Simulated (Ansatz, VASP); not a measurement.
Two plane-wave programs on CuSn3

The input INCAR:

```
PREC = Accurate ; ENCUT = 520
EDIFF = 1E-6 ; ISMEAR = 0
SIGMA = 0.1 ; LREAL = F
LASPH = T ; NELM = 100
ALGO = Fast ; ISIF = 2
LWAVE = F ; LCHARG = T
GGA = PE ; LELF = T
LVHAR = T ; NBANDS = 63
```

File KPOINTS:

```
regular mesh
0
Gamma
  3 3 4
```

POSCAR

```
CuSn3
1.0
    6.6228841300      0.0000000000      0.0000000000
   -3.3114420600      5.7355859000      0.0000000000
    0.0000000000      0.0000000000      5.0048079500
Cu Sn
2 6
Direct
    0.6666666700      0.3333333300      0.2500000000
    0.3333333300      0.6666666700      0.7500000000
    0.3446790000      0.1723395000      0.7500000000
    0.8276605000      0.1723395000      0.7500000000
    0.8276605000      0.6553210000      0.7500000000
    0.6553210000      0.8276605000      0.2500000000
    0.1723395000      0.8276605000      0.2500000000
    0.1723395000      0.3446790000      0.2500000000
```

Input for Ansatz:

```yaml
crystal:
  lattice:
    - [6.62288413, 0.0, 0.0]
    - [-3.31144206, 5.7355859, 0.0]
    - [0.0, 0.0, 5.00480795]
  atoms:
    - { symbol: Cu, position: [0.66666667, 0.33333333, 0.25] }
    - { symbol: Cu, position: [0.33333333, 0.66666667, 0.75] }
    - { symbol: Sn, position: [0.344679, 0.1723395, 0.75] }
    - { symbol: Sn, position: [0.8276605, 0.1723395, 0.75] }
    - { symbol: Sn, position: [0.8276605, 0.655321, 0.75] }
    - { symbol: Sn, position: [0.655321, 0.8276605, 0.25] }
    - { symbol: Sn, position: [0.1723395, 0.8276605, 0.25] }
    - { symbol: Sn, position: [0.1723395, 0.344679, 0.25] }
basis:
  ecutwfc: 420
kpoints:
  mp_grid: { grid: [3, 3, 4] }
hamiltonian:
  xc: pbe
scf:
  occupations: { method: gaussian, width: 0.1 }
  lower_state_search: "off"
output:
  forces: true
  stress: true
  eigenvalues: true
```

Alike in both runs: task single point; functional PBE; k mesh 3 × 3 × 4; occupations gaussian, width 0.1 eV; no spin polarisation.

|  | VASP | Ansatz |
| --- | --- | --- |
| version | VASP 6.6.1 | Ansatz 0.2.0 |
| potentials or method | VASP PAW PBE potentials, release 64 (Cu, Sn_d), cutoff 520 eV | scalar-relativistic, plane waves, PAW |
| valence electrons in the cell | 106 | 122 |

|  | VASP | Ansatz | Ansatz less VASP |
| --- | --- | --- | --- |
| gap on the k mesh at the Fermi level (eV) | none | none | - |
| pressure (GPa) | 1.1 | 1.1 | +0.03 |
| traceless stress, the component that is largest in VASP (GPa) | 4.97 | 5.00 | +0.022 |
| rms of the force components (eV/Å) | 0.125 | 0.126 | +0.0014 |

Atom by atom the forces differ by 0.001 eV/Å (rms over components). A gap of «none» marks a metal or a gap that the smearing closes. With one functional, cell and mesh, what is left measures potentials, basis and numerics. VASP's potentials hold 106 valence electrons a cell and Ansatz's 122, so a difference there can come from the potentials and not from the codes.

The k mesh is coarse, so the values compare programs but aren't converged.
